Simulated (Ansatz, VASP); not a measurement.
One calculation of Fe, two programs

INCAR

```
SYSTEM = Fe
PREC = Accurate ; ENCUT = 520
EDIFF = 1E-8 ; ISMEAR = -1
SIGMA = 0.08 ; LREAL = .FALSE.
LASPH = .TRUE. ; NELM = 120
ALGO = Normal ; ISIF = 2
LWAVE = .FALSE. ; LCHARG = .FALSE.
GGA = PE ; LEFG = .TRUE.
NBANDS = 15 ; GGA_COMPAT = .FALSE.
```

Contents of KPOINTS:

```
Automatic mesh
0
G
  17 17 10
  0 0 0
```

POSCAR

```
Fe
1.0
    2.3611328578      0.0000000000      0.0000000000
   -1.1805664289      2.0448010365      0.0000000000
    0.0000000000      0.0000000000      3.8419344700
Fe
2
Direct
    0.3333333333      0.6666666667      0.2500000000
    0.6666666667      0.3333333333      0.7500000000
```

Input for Ansatz:

```yaml
crystal:
  lattice:
    - [2.3611328578, 0.0, 0.0]
    - [-1.1805664289, 2.0448010365, 0.0]
    - [0.0, 0.0, 3.84193447]
  atoms:
    - { symbol: Fe, position: [0.3333333333, 0.6666666667, 0.25] }
    - { symbol: Fe, position: [0.6666666667, 0.3333333333, 0.75] }
kpoints:
  mp_grid: { grid: [17, 17, 10] }
scf:
  occupations: { method: fermi_dirac, width: 0.08 }
hamiltonian:
  xc: pbe
  pseudopotentials: { kind: all_electron, datasets: crystal }
output:
  forces: true
  stress: true
  eigenvalues: true
  efg: { contact_densities: true }
```

Change from the starting cell: equal xx and yy strain of -3 %, crystal datasets.

Alike in both runs: task electric field gradients; functional PBE; k mesh 17 × 17 × 10; occupations fermi-dirac, width 0.08 eV; no spin polarisation.

|  | VASP | Ansatz |
| --- | --- | --- |
| version | VASP 6.6.1 | Ansatz 0.2.0 |
| potentials or method | VASP PAW PBE potentials, release 64 (Fe), cutoff 520 eV | all-electron PAW with datasets made for the crystal, scalar-relativistic |

|  | VASP | Ansatz | Ansatz less VASP |
| --- | --- | --- | --- |
| pressure (GPa) | 33.5 | 34.4 | +0.90 |
| traceless stress, the component that is largest in VASP (GPa) | -10.44 | -10.63 | -0.191 |
| size of Vzz on the site where it differs most (V/Å²) | 0.3 | 0.0 | -0.34 |

Both programs put the cell under a high pressure, so it lies far from rest at this level. Ansatz ran all-electron here, and VASP with PAW potentials. Ansatz's warnings: printed levels off.
